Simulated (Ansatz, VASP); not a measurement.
# One calculation of SnO, two programs

The input INCAR:

```
PREC = Accurate
ENCUT = 520
EDIFF = 1E-6
ISMEAR = 0
SIGMA = 0.05
LREAL = F
LASPH = T
NELM = 100
ALGO = Normal
ISIF = 2
LWAVE = F
LCHARG = T
GGA = PE
LELF = T
LVHAR = T
NBANDS = 28
```

KPOINTS

```
Automatic mesh
0
Gamma
  10 10 8
```

POSCAR

```
SnO
1.0
    3.9261933127      0.0000000000      0.0000000000
    0.0000000000      3.9261933127      0.0000000000
    0.0000000000      0.0000000000      5.0672768981
Sn O
2 2
Direct
    0.0000000000      0.5000000000      0.2287361932
    0.5000000000      0.0000000000      0.7712638068
    0.0000000000      0.0000000000      0.0000000000
    0.5000000000      0.5000000000      0.0000000000
```

Input for Ansatz:

```yaml
crystal:
  lattice:
    - [3.9261933127, 0.0, 0.0]
    - [0.0, 3.9261933127, 0.0]
    - [0.0, 0.0, 5.0672768981]
  atoms:
    - { symbol: Sn, position: [0.0, 0.5, 0.2287361932] }
    - { symbol: Sn, position: [0.5, 0.0, 0.7712638068] }
    - { symbol: O, position: [0.0, 0.0, 0.0] }
    - { symbol: O, position: [0.5, 0.5, 0.0] }
basis:
  ecutwfc: 420
kpoints:
  mp_grid: { grid: [10, 10, 8] }
hamiltonian:
  xc: pbe
scf:
  occupations: { method: gaussian, width: 0.05 }
output:
  forces: true
  stress: true
  eigenvalues: true
```

Change from the starting cell: strain +0.015 along x and y, +0.000 along z, atoms carried along.

Alike in both runs: task single point; functional PBE; k mesh 10 × 10 × 8; occupations gaussian, width 0.05 eV; no spin polarisation.

|  | VASP | Ansatz |
| --- | --- | --- |
| version | VASP 6.6.1 | Ansatz 0.2.0 |
| potentials or method | VASP PAW PBE potentials, release 64 (Sn_d, O), cutoff 520 eV | scalar-relativistic, plane waves, PAW |
| valence electrons in the cell | 40 | 40 |

Ansatz gave:

- gap on the k mesh at the Fermi level (eV): 0.63
- least direct gap on the mesh (eV): 1.91
- pressure (GPa): -2.5
- traceless stress, the component that is largest in VASP (GPa): 1.00
- rms of the force components (eV/Å): 0.122

Q: Which values does VASP return?

A: gap on the k mesh at the Fermi level (eV): 0.64; least direct gap on the mesh (eV): 1.88; pressure (GPa): -2.3; traceless stress, the component that is largest in VASP (GPa): 1.01; rms of the force components (eV/Å): 0.094.

Atom by atom the forces differ by 0.028 eV/Å (rms over components). With one functional, cell and mesh, what is left measures potentials, basis and numerics.
